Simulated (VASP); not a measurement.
Runs of VASP 6.6.1 on GaN. The structure is that of space group F-43m (No. 216), or close to it. The cells are those of the table. 

| task | level | potentials or basis | cell | k mesh | cutoff (eV) | smearing | gap on the mesh (eV) | pressure (GPa) |
| --- | --- | --- | --- | --- | --- | --- | --- | --- |
| single point | LDA | VASP PAW LDA potentials, release 64 (Ga_d, N) | a = 3.180 Å, angles 60.0°, 2 atoms | 10 × 10 × 10 | 520 | gaussian 0.01 eV | 1.79 | -4.4 |
| single point | PBE | VASP PAW PBE potentials, release 64 (Ga_d, N) | a = 3.180 Å, angles 60.0°, 2 atoms | 6 × 6 × 6 | 520 | gaussian 0.01 eV | 1.76 | (b) |
| single point | PBEsol | VASP PAW PBE potentials, release 64 (Ga_d, N) | a = 3.181 Å, angles 60.0°, 2 atoms | 8 × 8 × 8 | 520 | fermi-dirac 0.02 eV | 1.72 | (a) |
| relaxation of cell and atoms | LDA | VASP PAW LDA potentials, release 64 (Ga_d, N) | relaxed from a = 3.216 Å, angles 60.0°, 2 atoms | 8 × 8 × 8 | 600 | fermi-dirac 0.02 eV | 1.94 | -0.1 |
| single point | PBE | VASP PAW PBE potentials, release 64 (Ga_d, N) | a = 3.216 Å, angles 60.0°, 2 atoms | 8 × 8 × 8 | 520 | fermi-dirac 0.02 eV | (c) | 0.1 |

Alike in all rows: no spin polarisation.

**Question.** Fill in the values left out.

**Answer.** (a) -0.2; (b) 6.2; (c) 1.55.

Caveats: the PAW data sets were made with another functional, which shifts forces and pressure a little (some runs).

A k mesh can miss the band edges, and the runs leave out spin-orbit coupling on Ga.
